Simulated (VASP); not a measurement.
## TiO2: single point with LDA

TiO2:

```
Ti O
1.0
     4.35014    0.00000    0.00000
     0.00000    4.35014    0.00000
     0.00000    0.00000    2.68012
Ti O
2 4
Direct
  0.00000 0.00000 0.00000
  0.50000 0.50000 0.50000
  0.30395 0.30395 0.00000
  0.19605 0.80395 0.50000
  0.69605 0.69605 0.00000
  0.80395 0.19605 0.50000
```

```json
{
 "Program": "VASP 6.6.1",
 "Task": "single point",
 "Functional": "LDA",
 "Potentials or basis": "VASP PAW LDA potentials, release 64 (Ti_sv, O)",
 "Cutoff": "520 eV",
 "k mesh": "8 × 8 × 10",
 "Occupations": "gaussian, width 0.05 eV",
 "Spin": "no spin polarisation",
 "Dipole correction": "no",
 "Further INCAR settings": "ALGO = Normal; EDIFF = 1e-06; NBANDS = 33"
}
```

The pressure is 71.4 GPa. The largest force is 1.651 eV/Å and the band gap on the k mesh is 2.31 eV.

Forces on the atoms (eV/Å):
```
Ti   0.000  0.000  0.000
Ti   0.000  0.000  0.000
O   -1.167 -1.167  0.000
O    1.167 -1.167  0.000
O    1.167  1.167  0.000
O   -1.167  1.167  0.000
```

Stress tensor (GPa, compression positive):
```
59.06  0.00  0.00
 0.00 59.06  0.00
 0.00  0.00 96.08
```

Levels at points of the mesh, in eV from the valence-band top:
```
           k point  band 22  band 23  band 24  band 25  band 26  band 27
(0.00, 0.00, 0.00)    -0.40    -0.35     0.00     2.31     2.68     3.32
(0.50, 0.00, 0.00)    -1.40    -0.87    -0.87     3.32     3.32     4.19
(0.50, 0.50, 0.00)    -1.02    -0.94    -0.94     2.36     2.36     3.51
(0.00, 0.00, 0.50)    -3.03    -1.44    -1.44     3.88     3.88     4.80
(0.50, 0.00, 0.50)    -2.32    -1.20    -1.20     2.34     2.34     4.81
(0.50, 0.50, 0.50)    -1.59    -0.56    -0.56     3.31     3.31     4.11
```

Run time: 79 s on 1 thread of AMD EPYC 9R45 96-Core Processor (Zen 5), with other jobs on the host, peak memory 0.19 GiB.

Caveat: the cell stands under pressure; forces of over 1 eV/Å act on the atoms, so gaps and moduli don't describe the material at rest. A k mesh can miss the band edges.
